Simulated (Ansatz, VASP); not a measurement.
# One calculation of CdH2O2, two programs

```
Cd H O
1.0
     3.41006    0.00000    0.00000
    -1.70503    2.95320    0.00000
     0.00000    0.00000    4.78227
Cd H O
1 2 2
Cartesian
  0.0000 0.0000 0.0000
  1.7050 0.9844 2.6348
  0.0000 1.9688 2.1474
  1.7050 0.9844 3.6315
  0.0000 1.9688 1.1507
```

Change from the starting cell: strain -0.030 along x and y, +0.030 along z, atoms carried along.

Alike in both runs: task single point; functional PBEsol; k mesh 9 × 9 × 6; occupations gaussian, width 0.05 eV; no spin polarisation.

```csv
,VASP,Ansatz
version,VASP 6.6.1,Ansatz 0.2.0
potentials or method,"VASP PAW PBE potentials, release 64 (Cd, H, O), cutoff 520 eV","scalar-relativistic, plane waves, PAW"
valence electrons in the cell,26,34
```

Ansatz gave:

| Property | Result |
| --- | --- |
| gap on the k mesh at the Fermi level (eV) | 1.64 |
| least direct gap on the mesh (eV) | 1.89 |
| pressure (GPa) | 0.5 |
| traceless stress, the component that is largest in VASP (GPa) | -6.92 |
| rms of the force components (eV/Å) | 0.420 |

Task: Which values does VASP return?

Result: gap on the k mesh at the Fermi level (eV): 1.62; least direct gap on the mesh (eV): 1.88; pressure (GPa): 1.5; traceless stress, the component that is largest in VASP (GPa): -6.66; rms of the force components (eV/Å): 0.390.

VASP's potentials were made for PBE, not for PBEsol. Atom by atom the forces differ by 0.041 eV/Å (rms over components). VASP's potentials hold 26 valence electrons a cell and Ansatz's 34, so a difference there can come from the potentials and not from the codes.
